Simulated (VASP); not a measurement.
# NaF (P6_3/mmc) in VASP: notebook

NaF is run at these levels: PBE; tasks: single point.

All numbers are computed with VASP 6.6.1; they aren't measurements. Logs are shortened: lines on timing, memory, paths and dates and some standing lists are left out, and cuts for length are marked.

## 1. The cell of the first run

The structure is hexagonal, space group P6_3/mmc (No. 194). The conventional cell has a = 3.868 Å, b = 3.868 Å, c = 4.551 Å, α = 90.00°, β = 90.00°, γ = 120.00°. Within 3.0 Å of Na (site symmetry -6m2) lie 5 F at 2.23 to 2.28 Å. Within 3.0 Å of F (site symmetry -6m2) lie 5 Na at 2.23 to 2.28 Å.

## 2. Single point, PBE

File INCAR:

```
SYSTEM = NaF
PREC = Accurate ; ENCUT = 520
EDIFF = 1E-6 ; ISMEAR = 0
SIGMA = 0.01 ; LREAL = .FALSE.
LASPH = .TRUE. ; NELM = 100
ALGO = Normal ; ISIF = 2
LWAVE = .FALSE. ; LCHARG = .FALSE.
GGA = PE ; NBANDS = 22
```

File KPOINTS:

```
regular mesh
0
G
  6 6 4
  0 0 0
```

File POSCAR:

```
NaF
1.0
    3.8680668539      0.0000000000      0.0000000000
   -1.9340334270      3.3498441590      0.0000000000
    0.0000000000      0.0000000000      4.5514116987
Na F
2 2
Direct
    0.3333333333      0.6666666667      0.2500000000
    0.6666666667      0.3333333333      0.7500000000
    0.6666666667      0.3333333333      0.2500000000
    0.3333333333      0.6666666667      0.7500000000
```

Potentials or basis: VASP PAW PBE potentials, release 64 (Na_pv, F).

Started as:

```console
cat potpaw_PBE.64/Na_pv/POTCAR potpaw_PBE.64/F/POTCAR > POTCAR
mpirun -np 1 vasp_std > vasp.out
```

OUTCAR:

```text
SYSTEM = NaF
   PREC = Accurate
   ENCUT = 520
   EDIFF = 1E-6
   ISMEAR = 0
   LREAL = .FALSE.
   LASPH = .TRUE.
   NELM = 100
   ISIF = 2
   GGA = PE

 ion  position               nearest neighbor table
   1  0.333  0.667  0.250-   3 2.23   3 2.23   3 2.23   4 2.28   4 2.28
   2  0.667  0.333  0.750-   4 2.23   4 2.23   4 2.23   3 2.28   3 2.28
   3  0.667  0.333  0.250-   1 2.23   1 2.23   1 2.23   2 2.28   2 2.28
   4  0.333  0.667  0.750-   2 2.23   2 2.23   2 2.23   1 2.28   1 2.28

  LATTYP: Found a hexagonal cell.
 ALAT       =     3.8680668539
 C/A-ratio  =     1.1766631422

  Lattice vectors:

 A1 = (   3.8680668539,   0.0000000000,   0.0000000000)
 A2 = (  -1.9340334270,   3.3498441590,   0.0000000000)
 A3 = (   0.0000000000,   0.0000000000,   4.5514116987)

Analysis of symmetry for initial positions (statically):
=====================================================================
 Subroutine PRICEL returns:
 Original cell was already a primitive cell.

 Routine SETGRP: Setting up the symmetry group for a
 hexagonal supercell.

 Subroutine GETGRP returns: Found 24 space group operations
 (whereof 12 operations were pure point group operations)
 out of a pool of 24 trial point group operations.

The static configuration has the point symmetry D_3d.
 The point group associated with its full space group is D_6h.

Analysis of symmetry for dynamics (positions and initial velocities):
=====================================================================
 Subroutine PRICEL returns:
 Original cell was already a primitive cell.

 Routine SETGRP: Setting up the symmetry group for a
 hexagonal supercell.

 Subroutine GETGRP returns: Found 24 space group operations
 (whereof 12 operations were pure point group operations)
 out of a pool of 24 trial point group operations.

The dynamic configuration has the point symmetry D_3d.
 The point group associated with its full space group is D_6h.

 Subroutine INISYM returns: Found 24 space group operations
 (whereof 12 operations are pure point group operations),
 and found     1 'primitive' translations

----------------------------------------------------------------------------------------

                                     Primitive cell

  volume of cell :      58.9746

  direct lattice vectors                    reciprocal lattice vectors
     3.868066854  0.000000000  0.000000000     0.258527073  0.149260675  0.000000000
    -1.934033427  3.349844159  0.000000000     0.000000000  0.298521350  0.000000000
     0.000000000  0.000000000  4.551411699     0.000000000  0.000000000  0.219712051

  length of vectors
     3.868066854  3.868066854  4.551411699     0.298521350  0.298521350  0.219712051

  position of ions in fractional coordinates (direct lattice)
     0.333333333  0.666666667  0.250000000
     0.666666667  0.333333333  0.750000000
     0.666666667  0.333333333  0.250000000
     0.333333333  0.666666667  0.750000000

  ion indices of the primitive-cell ions
   primitive index   ion index
                 1           1
                 2           2
                 3           3
                 4           4

----------------------------------------------------------------------------------------

 KPOINTS: regular mesh

Automatic generation of k-mesh.
 Grid dimensions read from file:
 generate k-points for:    6    6    4

 Generating k-lattice:

  Cartesian coordinates                     Fractional coordinates (reciprocal lattice)
     0.043087845  0.024876779  0.000000000     0.166666667 -0.000000000  0.000000000
     0.000000000  0.049753558  0.000000000     0.000000000  0.166666667  0.000000000
     0.000000000  0.000000000  0.054928013     0.000000000  0.000000000  0.250000000

  Length of vectors
     0.049753558  0.049753558  0.054928013

  Shift w.r.t. Gamma in fractional coordinates (k-lattice)
     0.000000000  0.000000000  0.000000000

 Subroutine IBZKPT returns following result:
 ===========================================

 Found     21 irreducible k-points:

 Following reciprocal coordinates:
            Coordinates               Weight
  0.000000  0.000000  0.000000      1.000000
  0.166667 -0.000000  0.000000      6.000000
  0.333333  0.000000  0.000000      6.000000
  0.500000  0.000000  0.000000      3.000000
  0.166667  0.166667  0.000000      6.000000
  0.333333  0.166667  0.000000     12.000000
[... 13 lines left out ...]
  0.333333  0.166667  0.500000     12.000000
  0.333333  0.333333  0.500000      2.000000
   k-points           NKPTS =     21   k-points in BZ     NKDIM =     21   number of bands    NBANDS=     22
   number of dos      NEDOS =    301   number of ions     NIONS =      4
   total plane-waves  NPLWV =  32400
   dimension x,y,z NGX =    30 NGY =   30 NGZ =   36
   dimension x,y,z NGXF=    60 NGYF=   60 NGZF=   72
   ions per type =               2   2
   NGX,Y,Z   is equivalent  to a cutoff of  12.89, 12.89, 13.15 a.u.
   NGXF,Y,Z  is equivalent  to a cutoff of  25.79, 25.79, 26.30 a.u.
 SYSTEM =  NaF
   PREC   = accura    normal or accurate (medium, high low for compatibility)
   ISTART =      0    job   : 0-new  1-cont  2-samecut
   ICHARG =      2    charge: 1-file 2-atom 10-const
   ISPIN  =      1    spin polarized calculation?
   LNONCOLLINEAR =      F non collinear calculations
   LSORBIT =      F    spin-orbit coupling
   LASPH  =      T    aspherical Exc in radial PAW
   ENCUT  =  520.0 eV  38.22 Ry    6.18 a.u.   7.19  7.19  8.46*2*pi/ulx,y,z
   NELM   =    100;   NELMIN=  2; NELMDL= -5     # of ELM steps
   EDIFF  = 0.1E-05   stopping-criterion for ELM
   LREAL  =      F    real-space projection
   EDIFFG = 0.1E-04   stopping-criterion for IOM
   NSW    =      0    number of steps for IOM
   IBRION =     -1    ionic relax: 0-MD 1-quasi-New 2-CG
   NFREE  =      0    steps in history (QN), initial steepest desc. (CG)
   ISIF   =      2    stress and relaxation
   ISYM   =      2    0-nonsym 1-usesym 2-fastsym
   POTIM  = 0.5000    time-step for ionic-motion
   TEBEG  =    0.0;   TEEND  =   0.0 temperature during run
   PSTRESS=    0.0 pullay stress
   NELECT =      28.0000    total number of electrons
   NUPDOWN=      -1.0000    fix difference up-down
   EMIN   =  10.00;   EMAX   =-10.00  energy-range for DOS
   EFERMI =   0.00;   METHOD = LEGACY
   ISMEAR =     0;   SIGMA  =   0.01  broadening in eV -4-tet -1-fermi 0-gaus
   EFERMI_NEDOS =   21; number of points for ismear=-14 and -15
   IALGO  =     38    algorithm
   IMIX   =      4    mixing-type and parameters
     AMIX     =   0.40;   BMIX     =  1.00
     AMIX_MAG =   1.60;   BMIX_MAG =  1.00
  volume/ion in A,a.u.               =      14.74        99.49
  Fermi-wavevector in a.u.,A,eV,Ry     =   1.277142  2.413449 22.192359  1.631092
  Thomas-Fermi vector in A             =   2.409759
   LORBIT       =      0    0 simple, 1 ext, 2 COOP (PROOUT), +10 PAW based schemes
   GGA     = PE    functional components
   LHFCALC =     F    Hartree Fock is set to
   AEXX    =    0.0000 exact exchange contribution
   IVDW    =     0    specifies the selected vdW correction
   LEPSILON=     F    determine dielectric tensor
   LRPA    =     F    only Hartree local field effects (RPA)
 non-spin polarized calculation
 Gauss-broadening in eV      SIGMA  =   0.01
  energy-cutoff  :      520.00
  volume of cell :       58.97
 maximum number of plane-waves:      1604
 NGX is ok and might be reduce to    30
   NGX = 15   NGY = 15   NGZ = 17

 number of electron      27.9999991 magnetization

 Free energy of the ion-electron system (eV)
  ---------------------------------------------------
  ext. energy  EPLUGINS =         0.00000000
  ---------------------------------------------------
  free energy    TOTEN  =       -16.96462279 eV

  energy without entropy =      -16.96462279  energy(sigma->0) =      -16.96462279

 E-fermi :  -2.7485     XC(G=0):  -8.1539

 val. band max:       -2.7930674142   @ k =   0.0000   0.0000   0.0000
 cond. band min:       2.8845480058   @ k =   0.0000   0.0000   0.0000
 fundamental gap:      5.6776154200
 Fermi energy:        -2.7485334572

 k-point     1 :       0.0000    0.0000    0.0000
  band No.  band energies     occupation
      1     -21.9168      2.00000
      2     -21.8849      2.00000
      3     -21.8387      2.00000
      4     -21.8387      2.00000
      5     -21.7882      2.00000
      6     -21.7882      2.00000
[... 14 lines left out ...]
     21      15.4011      0.00000
     22      15.6826      0.00000

 k-point     2 :       0.1667   -0.0000    0.0000
  band No.  band energies     occupation
      1     -22.1432      2.00000
      2     -22.0665      2.00000
      3     -21.8758      2.00000
      4     -21.8438      2.00000
      5     -21.7875      2.00000
      6     -21.7534      2.00000
[... 14 lines left out ...]
     21      14.6857      0.00000
     22      14.9100      0.00000

 k-point     3 :       0.3333    0.0000    0.0000
  band No.  band energies     occupation
      1     -22.3301      2.00000
      2     -22.2841      2.00000
      3     -21.8533      2.00000
      4     -21.8530      2.00000
      5     -21.7869      2.00000
      6     -21.7730      2.00000
[... 14 lines left out ...]
     21      13.3711      0.00000
     22      13.9231      0.00000
[... 401 lines left out ...]
 k-point    20 :       0.3333    0.1667    0.5000
  band No.  band energies     occupation
      1     -22.5791      2.00000
      2     -22.5791      2.00000
      3     -21.8273      2.00000
      4     -21.8273      2.00000
      5     -21.7603      2.00000
      6     -21.7603      2.00000
[... 14 lines left out ...]
     21      16.0546      0.00000
     22      16.0546      0.00000

 k-point    21 :       0.3333    0.3333    0.5000
  band No.  band energies     occupation
      1     -22.6027      2.00000
      2     -22.6027      2.00000
      3     -21.8335      2.00000
      4     -21.8335      2.00000
      5     -21.7557      2.00000
      6     -21.7557      2.00000
[... 14 lines left out ...]
     21      17.2234      0.00000
     22      17.2234      0.00000

------------------------ aborting loop because EDIFF is reached ----------------------------------------

  FORCE on cell =-STRESS in cart. coord.  units (eV):
  Direction    XX          YY          ZZ          XY          YZ          ZX
  --------------------------------------------------------------------------------------
  -------------------------------------------------------------------------------------
  Total        0.8424108      0.8424108      1.0828348     -0.0000000      0.0000000      0.0000000
  in kB       22.8859960     22.8859960     29.4176586     -0.0000000      0.0000000      0.0000000
  external PRESSURE =      25.0632169 kB  Pullay stress =       0.0000000 kB

 VOLUME and BASIS-vectors are now :
 -----------------------------------------------------------------------------
  energy-cutoff  :      520.00
  volume of cell :       58.97
      direct lattice vectors                 reciprocal lattice vectors
     3.868066854  0.000000000  0.000000000     0.258527073  0.149260675  0.000000000
    -1.934033427  3.349844159  0.000000000     0.000000000  0.298521350  0.000000000
     0.000000000  0.000000000  4.551411699     0.000000000  0.000000000  0.219712051

 POSITION                                       TOTAL-FORCE (eV/Angst)
 -----------------------------------------------------------------------------------
     -0.00000      2.23323      1.13785        -0.000000     -0.000000     -0.000000
      1.93403      1.11661      3.41356         0.000000      0.000000      0.000000
      1.93403      1.11661      1.13785         0.000000     -0.000000      0.000000
     -0.00000      2.23323      3.41356        -0.000000      0.000000     -0.000000
 -----------------------------------------------------------------------------------
    total drift:                               -0.000000      0.000000     -0.000000

  FREE ENERGIE OF THE ION-ELECTRON SYSTEM (eV)
  ---------------------------------------------------
  free  energy   TOTEN  =       -16.9646227904 eV

  energy  without entropy=      -16.9646227904  energy(sigma->0) =      -16.96462279
```

Run time: 40 s. Hardware: 1 thread of Intel Xeon 8259CL, shared host; peak memory 0.18 GiB.

What came out:

```yaml
Free_energy: -16.9646 eV
Pressure: 2.5 GPa
Band_gap_on_the_k_mesh: 5.68 eV, direct
```

Stress tensor (GPa, compression positive):
```
2.29 0.00 0.00
0.00 2.29 0.00
0.00 0.00 2.94
```

Levels at points of the mesh, in eV from the valence-band top:
| k point | band 11 | band 12 | band 13 | band 14 | band 15 | band 16 | band 17 | band 18 |
| --- | --- | --- | --- | --- | --- | --- | --- | --- |
| (0.00, 0.00, 0.00) | -0.60 | -0.30 | -0.30 | 0.00 | 5.68 | 12.86 | 12.98 | 15.51 |
| (0.50, 0.00, 0.00) | -0.71 | -0.62 | -0.36 | -0.17 | 8.83 | 10.41 | 12.92 | 15.14 |
| (0.00, 0.00, 0.50) | -0.46 | -0.46 | -0.46 | -0.46 | 7.98 | 7.98 | 16.44 | 16.44 |
| (0.50, 0.00, 0.50) | -0.48 | -0.48 | -0.26 | -0.26 | 9.89 | 9.89 | 12.46 | 12.46 |

As with any semilocal functional, this PBE gap is likely too small.

## 3. Single point, PBE

File INCAR:

```
SYSTEM = NaF
PREC = Accurate
ENCUT = 520
EDIFF = 1E-6
ISMEAR = 1
SIGMA = 0.05
LREAL = .False.
LASPH = .True.
NELM = 80
ALGO = Normal
ISIF = 2
LWAVE = .False.
LCHARG = .True.
GGA = PE
LELF = .True.
LVHAR = .True.
NBANDS = 22
```

File KPOINTS:

```
Automatic mesh
0
Gamma
  6 6 4
  0 0 0
```

POSCAR is that of step 2.

Potentials or basis: VASP PAW PBE potentials, release 64 (Na_pv, F).

Started as:

```console
cat potpaw_PBE.64/Na_pv/POTCAR potpaw_PBE.64/F/POTCAR > POTCAR
mpirun -np 1 vasp_std > vasp.out
```

It took 40 s on 1 thread of Intel Xeon 8259CL, shared host; peak memory 0.18 GiB.

The run converged. Its results:

| Quantity | Value |
| --- | --- |
| Free energy | -16.9646 eV |
| Pressure | 2.5 GPa |
| Band gap on the k mesh | 5.68 eV, direct |

Stress tensor (GPa, compression positive):
```
2.29 0.00 0.00
0.00 2.29 0.00
0.00 0.00 2.94
```

Levels at points of the mesh, in eV from the valence-band top:
```csv
k point,band 12,band 13,band 14,band 15,band 16,band 17
"(0.00, 0.00, 0.00)",-0.30,-0.30,0.00,5.68,12.86,12.98
"(0.50, 0.00, 0.00)",-0.62,-0.36,-0.17,8.83,10.41,12.92
"(0.00, 0.00, 0.50)",-0.46,-0.46,-0.46,7.98,7.98,16.44
"(0.50, 0.00, 0.50)",-0.48,-0.26,-0.26,9.89,9.89,12.46
```

PBE gaps usually lie below the measured ones, often by a third to a half.
